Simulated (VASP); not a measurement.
A run of VASP 6.6.1:

INCAR

```
  PREC = Accurate
  ENCUT = 520
  EDIFF = 1E-6
  ISMEAR = 0
  SIGMA = 0.05
  LREAL = F
  LASPH = T
  NELM = 100
  ALGO = Fast
  ISIF = 2
  LWAVE = F
  LCHARG = F
  NBANDS = 34
```

KPOINTS

```
Automatic mesh
0
Gamma
  4 4 4
```

File POSCAR:

```
Tl3TeI
1.0
    7.3247589604      0.0000000000      0.0000000000
    0.0000000000      7.3247589604      0.0000000000
    0.0000000000      0.0000000000      7.3247589604
I Te Tl
1 1 3
Direct
    0.0000000000      0.0000000000      0.0000000000
    0.5000000000      0.5000000000      0.5000000000
    0.5000000000      0.5000000000      0.0000000000
    0.5000000000      0.0000000000      0.5000000000
    0.0000000000      0.5000000000      0.5000000000
```

Potentials or basis: VASP PAW LDA potentials, release 64 (I, Te, Tl_d).

Launch:

```console
$ cat potpaw_LDA.64/I/POTCAR potpaw_LDA.64/Te/POTCAR potpaw_LDA.64/Tl_d/POTCAR > POTCAR
$ mpirun -np 1 vasp_std > vasp.out
```

Hardware: 1 thread of Intel(R) Xeon(R) 6975P-C (Granite Rapids), on a shared host.

Problem. Estimate the wall time of this run.

Solution. Wall time 57 s on 1 thread of Intel(R) Xeon(R) 6975P-C (Granite Rapids), with other jobs on the host, peak memory 0.38 GiB. Counts: scf iterations 15, k points 10.
